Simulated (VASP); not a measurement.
Write the native input for VASP 6.6.1 that does the following.

```yaml
Task: single point
Functional: PBE
Potentials_or_basis: VASP PAW PBE potentials, release 64 (Ti_sv, O_h)
Cutoff: 910 eV
k_mesh: 6 × 6 × 10
Occupations: gaussian, width 0.05 eV
Spin: no spin polarisation
Dipole_correction: no
Further_INCAR_settings: ALGO = Normal; EDIFF = 1e-06; NBANDS = 33
```

The structure of TiO2 lies in POSCAR:

```
TiO2
1.0
    4.7517000000      0.0000000000      0.0000000000
    0.0000000000      4.7517000000      0.0000000000
    0.0000000000      0.0000000000      2.8058000000
Ti O
2 4
Direct
    0.0000000000      0.0000000000      0.0000000000
    0.5000000000      0.5000000000      0.5000000000
    0.3050970583      0.3050970583      0.0000000000
    0.1949029417      0.8050970583      0.5000000000
    0.6949029417      0.6949029417      0.0000000000
    0.8050970583      0.1949029417      0.5000000000
```

One way to write it, as run:

INCAR

```
SYSTEM = TiO2
PREC     = Accurate       ! precision mode
ENCUT    = 910            ! plane-wave cutoff, eV
EDIFF    = 1E-6           ! SCF threshold, eV
ISMEAR   = 0              ! smearing method
SIGMA    = 0.05           ! smearing width, eV
LREAL    = .False.        ! projectors in reciprocal space
LASPH    = .True.         ! aspherical terms in the spheres
NELM     = 120            ! most SCF steps
ALGO     = Normal         ! electronic algorithm
ISIF     = 2              ! what is computed and relaxed
LWAVE    = .False.        ! write WAVECAR
LCHARG   = .True.         ! write CHGCAR
GGA      = PE             ! functional
LELF     = .True.         ! ELF
LVHAR    = .True.       
NBANDS   = 33             ! bands
GGA_COMPAT= .False.
```

KPOINTS

```
Automatic mesh
0
Gamma
  6 6 10
  0 0 0
```

Potentials or basis: VASP PAW PBE potentials, release 64 (Ti_sv, O_h).

Run with:

```sh
$ cat potpaw_PBE.64/Ti_sv/POTCAR potpaw_PBE.64/O_h/POTCAR > POTCAR
$ mpirun -np 1 vasp_std > vasp.out
```

Results of the run:

```yaml
Pressure: 6.5 GPa
Largest_force: 0.128 eV/Å
Band_gap_on_the_k_mesh: 2.01 eV (least direct gap 2.02 eV)
```

Caveat: the cutoff is under 1.25 times the usual one of these potentials, so pressure, stress and relaxed cells hold a basis-set (Pulay) error; the cell stands under pressure.

Run time: 4.2 min on 1 thread of Intel(R) Xeon(R) Platinum 8259CL CPU @ 2.50GHz (Skylake/Cascade Lake), with other jobs on the host, peak memory 0.39 GiB.
